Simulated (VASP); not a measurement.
# ZnPb2N2 (P-3m1) in VASP: further runs

ZnPb2N2 is run at these levels: PBE+D3(BJ); tasks: single point.

All numbers are computed with VASP 6.6.1; they aren't measurements. Logs are shortened: lines on timing, memory, paths and dates and some standing lists are left out, and cuts for length are marked.

### 1 The cell of the first run

The structure is trigonal, space group P-3m1 (No. 164). Conventional cell: a = 3.724 Å, b = 3.724 Å, c = 9.018 Å, α = 90.00°, β = 90.00°, γ = 120.00°. Zn (site symmetry -3m) has 2 N at 1.79 Å within 2.4 Å. Pb (site symmetry 3m) has 3 N at 2.39 Å within 3.2 Å. N (site symmetry 3m) has 1 Zn at 1.79 Å and 3 Pb at 2.39 Å within 2.4 Å.

### 2 Single point, PBE+D3(BJ)

Contents of INCAR:

```
SYSTEM = ZnPb2N2
ALGO = Normal
EDIFF = 1E-6
ENCUT = 520
GGA = PE
ISIF = 2
ISMEAR = 0
IVDW = 12
LASPH = .True.
LCHARG = .True.
LELF = .True.
LREAL = .False.
LVHAR = .True.
LWAVE = .False.
NBANDS = 33
NELM = 100
PREC = Accurate
SIGMA = 0.05
```

Contents of KPOINTS:

```
k-points
0
Gamma
  9 9 4
  0 0 0
```

Contents of POSCAR:

```
ZnPb2N2
1.0
    3.7239766707      0.0000000000      0.0000000000
   -1.8619883354      3.2250583999      0.0000000000
    0.0000000000      0.0000000000      9.0183551457
Zn Pb N
1 2 2
Direct
    0.0000000000      0.0000000000      0.5000000000
    0.6666666667      0.3333333333      0.1869330000
    0.3333333333      0.6666666667      0.8130670000
    0.0000000000      0.0000000000      0.6983190000
    0.0000000000      0.0000000000      0.3016810000
```

Potentials or basis: VASP PAW PBE potentials, release 64 (Zn, Pb_d, N).

Run with:

```sh
$ cat potpaw_PBE.64/Zn/POTCAR potpaw_PBE.64/Pb_d/POTCAR potpaw_PBE.64/N/POTCAR > POTCAR
$ mpirun -np 1 vasp_std > vasp.out
```

OUTCAR:

```text
SYSTEM = ZnPb2N2
   EDIFF = 1E-6
   ENCUT = 520
   GGA = PE
   ISIF = 2
   ISMEAR = 0
   IVDW = 12
   LASPH = .True.
   LREAL = .False.
   NELM = 100
   PREC = Accurate
 IVDW          = 12

 ion  position               nearest neighbor table
   1  0.000  0.000  0.500-   4 1.79   5 1.79   2 3.55   3 3.55   2 3.55   3 3.55   2 3.55   3 3.55

   2  0.667  0.333  0.187-   5 2.39   5 2.39   5 2.39   1 3.55   1 3.55   1 3.55   3 4.00   3 4.00
                             3 4.00
   3  0.333  0.667  0.813-   4 2.39   4 2.39   4 2.39   1 3.55   1 3.55   1 3.55   2 4.00   2 4.00
                             2 4.00
   4  0.000  0.000  0.698-   1 1.79   3 2.39   3 2.39   3 2.39
   5  0.000  0.000  0.302-   1 1.79   2 2.39   2 2.39   2 2.39

  LATTYP: Found a hexagonal cell.
 ALAT       =     3.7239766707
 C/A-ratio  =     2.4217002262

  Lattice vectors:

 A1 = (   3.7239766707,   0.0000000000,   0.0000000000)
 A2 = (  -1.8619883354,   3.2250583999,   0.0000000000)
 A3 = (   0.0000000000,   0.0000000000,   9.0183551457)

Analysis of symmetry for initial positions (statically):
=====================================================================
 Subroutine PRICEL returns:
 Original cell was already a primitive cell.

 Routine SETGRP: Setting up the symmetry group for a
 hexagonal supercell.

 Subroutine GETGRP returns: Found 12 space group operations
 (whereof 12 operations were pure point group operations)
 out of a pool of 24 trial point group operations.

The static configuration has the point symmetry D_3d.

Analysis of symmetry for dynamics (positions and initial velocities):
=====================================================================
 Subroutine PRICEL returns:
 Original cell was already a primitive cell.

 Routine SETGRP: Setting up the symmetry group for a
 hexagonal supercell.

 Subroutine GETGRP returns: Found 12 space group operations
 (whereof 12 operations were pure point group operations)
 out of a pool of 24 trial point group operations.

The dynamic configuration has the point symmetry D_3d.

 Subroutine INISYM returns: Found 12 space group operations
 (whereof 12 operations are pure point group operations),
 and found     1 'primitive' translations

----------------------------------------------------------------------------------------

                                     Primitive cell

[... 96 lines left out ...]
   EDIFF  = 0.1E-05   stopping-criterion for ELM
   LREAL  =      F    real-space projection
   EDIFFG = 0.1E-04   stopping-criterion for IOM
   NSW    =      0    number of steps for IOM
   IBRION =     -1    ionic relax: 0-MD 1-quasi-New 2-CG
   NFREE  =      0    steps in history (QN), initial steepest desc. (CG)
   ISIF   =      2    stress and relaxation
   ISYM   =      2    0-nonsym 1-usesym 2-fastsym
   POTIM  = 0.5000    time-step for ionic-motion
   TEBEG  =    0.0;   TEEND  =   0.0 temperature during run
   PSTRESS=    0.0 pullay stress
   NELECT =      50.0000    total number of electrons
   NUPDOWN=      -1.0000    fix difference up-down
   EMIN   =  10.00;   EMAX   =-10.00  energy-range for DOS
   EFERMI =   0.00;   METHOD = LEGACY
   ISMEAR =     0;   SIGMA  =   0.05  broadening in eV -4-tet -1-fermi 0-gaus
   EFERMI_NEDOS =   21; number of points for ismear=-14 and -15
   IALGO  =     38    algorithm
   IMIX   =      4    mixing-type and parameters
     AMIX     =   0.40;   BMIX     =  1.00
     AMIX_MAG =   1.60;   BMIX_MAG =  1.00
  volume/ion in A,a.u.               =      21.66       146.18
  Fermi-wavevector in a.u.,A,eV,Ry     =   1.265244  2.390964 21.780775  1.600842
  Thomas-Fermi vector in A             =   2.398507
   LORBIT       =      0    0 simple, 1 ext, 2 COOP (PROOUT), +10 PAW based schemes
   GGA     = PE    functional components
   LHFCALC =     F    Hartree Fock is set to
   AEXX    =    0.0000 exact exchange contribution
   IVDW    =    12    specifies the selected vdW correction
   LEPSILON=     F    determine dielectric tensor
   LRPA    =     F    only Hartree local field effects (RPA)
 non-spin polarized calculation
 Gauss-broadening in eV      SIGMA  =   0.05
  energy-cutoff  :      520.00
  volume of cell :      108.31
 maximum number of plane-waves:      2943
   NGX = 13   NGY = 13   NGZ = 33

 number of electron      49.9999998 magnetization

 Free energy of the ion-electron system (eV)
  ---------------------------------------------------
  ext. energy  EPLUGINS =         0.00000000
  ---------------------------------------------------
  free energy    TOTEN  =       -23.08802790 eV

  energy without entropy =      -23.08802790  energy(sigma->0) =      -23.08802790

 E-fermi :   4.1722     XC(G=0):  -9.4918

 val. band max:        3.9356620152   @ k =   0.1111   0.1111   0.0000
 cond. band min:       4.5454244502   @ k =   0.0000   0.0000   0.0000
 fundamental gap:      0.6097624350
 Fermi energy:         4.1721864537

 k-point     1 :       0.0000    0.0000    0.0000
  band No.  band energies     occupation
      1     -12.3596      2.00000
      2     -12.3540      2.00000
      3     -12.3035      2.00000
      4     -12.3035      2.00000
      5     -12.2976      2.00000
      6     -12.2976      2.00000
[... 853 lines left out ...]
     32      10.0978      0.00000
     33      11.1490      0.00000

 [... further k-points ...]

------------------------ aborting loop because EDIFF is reached ----------------------------------------

 Edisp (eV)   -1.22919

 E8    (eV) :    -0.5465

  FORCE on cell =-STRESS in cart. coord.  units (eV):
  Direction    XX          YY          ZZ          XY          YZ          ZX
  --------------------------------------------------------------------------------------
  -------------------------------------------------------------------------------------
  Total      -1.90140    -1.90140     2.36479     0.00000     0.00000    -0.00000
  in kB     -28.12622   -28.12622    34.98092     0.00000     0.00000    -0.00000
  external pressure =       -7.09 kB  Pullay stress =        0.00 kB

 VOLUME and BASIS-vectors are now :
 -----------------------------------------------------------------------------
  energy-cutoff  :      520.00
  volume of cell :      108.31
      direct lattice vectors                 reciprocal lattice vectors
     3.723976671  0.000000000  0.000000000     0.268530146  0.155035952  0.000000000
    -1.861988335  3.225058400  0.000000000     0.000000000  0.310071904  0.000000000
     0.000000000  0.000000000  9.018355146     0.000000000  0.000000000  0.110884966

 POSITION                                       TOTAL-FORCE (eV/Angst)
 -----------------------------------------------------------------------------------
      0.00000      0.00000      4.50918        -0.000000      0.000000      0.000000
      1.86199      1.07502      1.68583         0.000000     -0.000000     -0.068631
     -0.00000      2.15004      7.33253        -0.000000      0.000000      0.068631
      0.00000      0.00000      6.29769        -0.000000     -0.000000      0.861634
      0.00000      0.00000      2.72067        -0.000000      0.000000     -0.861634
 -----------------------------------------------------------------------------------
    total drift:                                0.000000      0.000000      0.000000

  FREE ENERGIE OF THE ION-ELECTRON SYSTEM (eV)
  ---------------------------------------------------
  free  energy   TOTEN  =       -24.3172198991 eV

  energy  without entropy=      -24.3172198991  energy(sigma->0) =      -24.31721990
```

OSZICAR:

```text
N       E                     dE             d eps       ncg     rms          rms(c)
DAV:   1     0.537557649837E+03    0.53756E+03   -0.24321E+04  2838   0.183E+03
DAV:   2     0.429386042396E+02   -0.49462E+03   -0.47469E+03  2969   0.462E+02
DAV:   3    -0.254358477134E+02   -0.68374E+02   -0.65613E+02  3842   0.183E+02
DAV:   4    -0.289276980012E+02   -0.34919E+01   -0.34730E+01  3206   0.447E+01
DAV:   5    -0.290593206258E+02   -0.13162E+00   -0.13148E+00  3743   0.934E+00    0.160E+01
DAV:   6    -0.231152870443E+02    0.59440E+01   -0.24977E+01  5307   0.767E+01    0.702E+00
DAV:   7    -0.231412079772E+02   -0.25921E-01   -0.67750E+00  2990   0.159E+01    0.464E+00
DAV:   8    -0.231174461322E+02    0.23762E-01   -0.94544E-01  4381   0.559E+00    0.197E+00
DAV:   9    -0.230859462454E+02    0.31500E-01   -0.10028E-01  4065   0.273E+00    0.341E-01
DAV:  10    -0.230874349126E+02   -0.14887E-02   -0.12952E-02  3474   0.864E-01    0.210E-01
DAV:  11    -0.230882002377E+02   -0.76533E-03   -0.17110E-03  3592   0.412E-01    0.980E-02
DAV:  12    -0.230880085753E+02    0.19166E-03   -0.79155E-04  4444   0.265E-01    0.149E-02
DAV:  13    -0.230880274714E+02   -0.18896E-04   -0.11727E-04  2961   0.636E-02    0.150E-02
DAV:  14    -0.230880278547E+02   -0.38325E-06   -0.10191E-05  3700   0.235E-02    0.354E-03
DAV:  15    -0.230880279013E+02   -0.46675E-07   -0.93329E-07  1808   0.125E-02
   1 F= -.24317220E+02 E0= -.24317220E+02  d E =-.999672E-13
```

Wall time 2.5 min (1 thread of Intel Xeon Platinum 8259CL at 2.50GHz (Skylake/Cascade Lake), shared host); peak memory 0.32 GiB.

Results:

| Property | Result |
| --- | --- |
| Free energy | -24.3172 eV |
| Pressure | -0.7 GPa |
| Largest force | 0.862 eV/Å |
| Band gap on the k mesh | 0.61 eV (least direct gap 1.36 eV) |
| Dispersion energy per atom | -0.246 eV |

Forces on the atoms (eV/Å):
```
Zn   0.000  0.000  0.000
Pb   0.000  0.000 -0.069
Pb   0.000  0.000  0.069
N    0.000  0.000  0.862
N    0.000  0.000 -0.862
```

Caveat: spin-orbit coupling is left out, which moves the levels of the heavy elements; an odd mesh through Γ misses points on the zone boundary, where band edges can lie.

### 3 Single point, PBE+D3(BJ)

This run uses another cell than the first one, of the same volume but with other edges.

Contents of INCAR:

```
SYSTEM = ZnPb2N2
PREC = Accurate
ENCUT = 520
EDIFF = 1E-6
ISMEAR = 0
SIGMA = 0.05
LREAL = .FALSE.
LASPH = .TRUE.
NELM = 80
ALGO = Normal
ISIF = 2
LWAVE = .FALSE.
LCHARG = .FALSE.
GGA = PE
IVDW = 12
NBANDS = 33
```

Contents of KPOINTS:

```
Automatic mesh
0
G
  9 9 4
  0 0 0
```

Changes to POSCAR since step 2:

```diff
@@ -2,5 +2,5 @@
 1.0
-    3.7239766707      0.0000000000      0.0000000000
-   -1.8619883354      3.2250583999      0.0000000000
-    0.0000000000      0.0000000000      9.0183551457
+    3.6143837660      0.0000000000      0.0000000000
+   -1.8071918830      3.1301481604      0.0000000000
+    0.0000000000      0.0000000000      9.5735434197
 Zn Pb N
```

Potentials or basis: VASP PAW PBE potentials, release 64 (Zn, Pb_d, N).

Run with:

```sh
$ cat potpaw_PBE.64/Zn/POTCAR potpaw_PBE.64/Pb_d/POTCAR potpaw_PBE.64/N/POTCAR > POTCAR
$ mpirun -np 1 vasp_std > vasp.out
```

Run time: 2.2 min. Hardware: 1 thread of Intel Xeon Platinum 8259CL at 2.50GHz (Skylake/Cascade Lake), shared host; peak memory 0.32 GiB.

The run converged. Its results:

```
Free energy                : -24.2964 eV
Pressure                   : -3.1 GPa
Largest force              : 0.788 eV/Å
Band gap on the k mesh     : 0.83 eV (least direct gap 1.36 eV)
Dispersion energy per atom : -0.246 eV
```

Forces in eV/Å, atoms in the order of the input:
```
Zn   0.000  0.000  0.000
Pb   0.000  0.000  0.171
Pb   0.000  0.000 -0.171
N    0.000  0.000 -0.788
N    0.000  0.000  0.788
```

Stress tensor (GPa, compression positive):
```
-0.84  0.00  0.00
 0.00 -0.84  0.00
 0.00  0.00 -7.58
```

Levels at points of the mesh, in eV from the valence-band top:
```tsv
k point	band 22	band 23	band 24	band 25	band 26	band 27	band 28	band 29
(0.00, 0.00, 0.00)	-0.89	-0.76	-0.53	-0.53	0.83	3.52	3.70	7.00
(0.00, 0.00, 0.50)	-0.90	-0.90	-0.53	-0.53	1.09	3.12	4.22	6.97
```

Caveat: the cell stands under tension; spin-orbit coupling is left out, which moves the levels of the heavy elements; an odd mesh through Γ misses points on the zone boundary, where band edges can lie.
